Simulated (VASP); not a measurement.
**NbN: single point with LDA**

Crystal: NbN.

```
Nb N
1.0
     0.00000    2.17787    2.17787
     2.17787    0.00000    2.17787
     2.17787    2.17787    0.00000
Nb N
1 1
Direct
  0.00000 0.00000 0.00000
  0.50000 0.50000 0.50000
```

```
Program                : VASP 6.6.1
Task                   : single point
Functional             : LDA
Potentials or basis    : VASP PAW LDA potentials, release 64 (Nb_sv, N)
Cutoff                 : 600 eV
k mesh                 : 16 × 16 × 16
Occupations            : gaussian, width 0.1 eV
Spin                   : no spin polarisation
Dipole correction      : no
Further INCAR settings : ALGO = Normal; EDIFF = 1e-06; NBANDS = 16
```

The pressure is 0.0 GPa and the band gap on the k mesh is zero (bands 9 and 10 overlap by 3.66 eV).

Levels at points of the mesh, in eV from the Fermi level:
| k point | band 5 | band 6 | band 7 | band 8 | band 9 | band 10 | band 11 | band 12 | band 13 | band 14 |
| --- | --- | --- | --- | --- | --- | --- | --- | --- | --- | --- |
| (0.00, 0.00, 0.00) | -17.57 | -3.41 | -3.41 | -3.41 | -2.10 | -2.10 | -2.10 | -0.19 | -0.19 | 3.58 |
| (0.50, 0.00, 0.00) | -14.82 | -9.35 | -7.27 | -7.27 | 1.56 | 1.56 | 2.08 | 4.62 | 7.04 | 7.04 |
| (0.50, 0.50, 0.00) | -16.88 | -5.75 | -5.25 | -4.04 | -4.04 | 1.63 | 2.94 | 2.94 | 4.38 | 9.59 |

Run time: 110 s on 1 thread of Intel Xeon 8259CL (shared host), peak memory 0.19 GiB.
